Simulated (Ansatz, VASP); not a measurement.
## One calculation of Re, two programs

```xyz
2
Lattice="2.7608 0.0000 0.0000 -1.3804 2.3909 0.0000 0.0000 0.0000 4.4582" Properties=species:S:1:pos:R:3 pbc="T T T"
Re    1.3804    0.7970    3.3436
Re    0.0000    1.5939    1.1145
```

Alike in both runs: task single point; functional B3LYP; k mesh 6 × 6 × 3; occupations fermi-dirac, width 0.05 eV; no spin polarisation.

```csv
,VASP,Ansatz
version,VASP 6.6.1,Ansatz 0.2.0
potentials or method,"VASP PAW PBE potentials, release 64 (Re)",Ansatz PAW
plane-wave cutoff (eV),520,420
valence electrons in the cell,14,30
```

Ansatz gave:

```
gap on the k mesh at the Fermi level (eV)                     : none
pressure (GPa)                                                : 8.6
traceless stress, the component that is largest in VASP (GPa) : -4.07
```

**Question.** Estimate VASP's values.

**Answer.** gap on the k mesh at the Fermi level (eV): none; pressure (GPa): 7.6; traceless stress, the component that is largest in VASP (GPa): -4.03.

VASP's potentials were made for PBE, not for B3LYP. A gap of «none» marks a metal or a gap that the smearing closes. VASP's potentials hold 14 valence electrons a cell and Ansatz's 30, so a difference there can come from the potentials and not from the codes.

The k mesh is coarse, so the values compare programs but aren't converged. Spin-orbit coupling is off throughout.
